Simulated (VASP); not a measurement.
Crystal: Si3C2.

```
CELL_PARAMETERS angstrom
2.67029 0.00000 0.00000
-1.33514 2.31254 0.00000
0.00000 0.00000 23.06547
ATOMIC_POSITIONS crystal
Si 0.33333 0.66667 0.75000
Si 0.33333 0.66667 0.95000
Si 0.33333 0.66667 0.15000
Si 0.66667 0.33333 0.85000
Si 0.66667 0.33333 0.05000
Si 0.66667 0.33333 0.25000
C 0.33333 0.66667 0.35000
C 0.33333 0.66667 0.55000
C 0.66667 0.33333 0.45000
C 0.66667 0.33333 0.65000
```

| Item | Value |
| --- | --- |
| Program | VASP 6.6.1 |
| Task | relaxation of cell and atoms |
| Functional | PBE |
| Potentials or basis | VASP PAW PBE potentials, release 64 (Si, C) |
| Cutoff | 600 eV |
| k mesh | 6 × 6 × 1 |
| Occupations | gaussian, width 0.1 eV |
| Spin | no spin polarisation |

At the start: pressure -11.8 GPa; volume 14.24 Å³/atom.

How do energy, volume and symmetry change on relaxing?

Over 57 steps the energy falls by 1921.9 meV/atom and the volume is 11.20 Å³/atom (-21.3 %); space group P-3m1 (No. 164, to 0.05 Å).

Step by step:
```tsv
step	energy change (eV)	largest force (eV/Å)	pressure (GPa)	volume (Å³)
1	0.0000	1.1233	-11.77	142.43
3	-1.1841	1.7054	1.68	117.88
5	-2.6201	1.6531	5.23	112.90
7	-2.7597	2.2775	15.08	109.08
9	-2.9169	2.2695	11.76	109.89
11	-3.4968	1.9991	10.66	112.75
13	-6.8857	1.8770	12.70	125.48
15	-6.9871	1.6093	10.55	125.80
17	-7.3144	1.6080	11.11	128.58
19	-8.0334	1.4798	0.95	139.14
21	-8.6817	0.8077	-7.07	138.57
23	-8.8860	3.1136	-12.69	137.10
25	-9.8070	4.7933	-12.35	132.82
27	-11.1148	5.0153	4.22	115.87
29	-11.8437	6.0496	10.39	112.32
31	-14.7176	4.8428	-1.49	116.23
33	-15.3275	3.1925	-4.67	119.85
35	-16.8000	2.2842	2.12	114.85
37	-16.9162	2.3465	5.53	113.13
39	-18.0004	1.9565	-1.99	115.48
41	-18.3102	1.4509	-1.95	115.03
43	-18.5130	1.4882	0.32	113.51
45	-18.7677	1.6712	-0.29	113.36
47	-18.8954	0.8882	-1.66	113.53
49	-19.0669	1.0708	-0.21	112.18
51	-19.1739	0.4301	1.74	110.81
53	-19.2002	0.3647	-0.30	111.93
55	-19.2150	0.3294	-0.11	112.06
57	-19.2192	0.0351	-0.05	112.03
```

Final structure:
```yaml
crystal:
  lattice:
    - [2.86245, 0.00000, 0.00000]
    - [-1.43122, 2.47895, 0.00000]
    - [0.00000, 0.00000, 15.78778]
  atoms:
    - { symbol: Si, position: [0.33333, 0.66667, 0.66950] }
    - { symbol: Si, position: [0.33333, 0.66667, 0.92759] }
    - { symbol: Si, position: [0.33333, 0.66667, 0.19658] }
    - { symbol: Si, position: [0.66667, 0.33333, 0.80342] }
    - { symbol: Si, position: [0.66667, 0.33333, 0.07241] }
    - { symbol: Si, position: [0.66667, 0.33333, 0.33050] }
    - { symbol: C, position: [0.33333, 0.66667, 0.38647] }
    - { symbol: C, position: [0.33333, 0.66667, 0.48153] }
    - { symbol: C, position: [0.66667, 0.33333, 0.51847] }
    - { symbol: C, position: [0.66667, 0.33333, 0.61353] }
```

Caveat: the k points lie up to 0.42 Å⁻¹ apart in the final cell; the volume moved by over 15 % at a fixed basis, so the end points are rough.
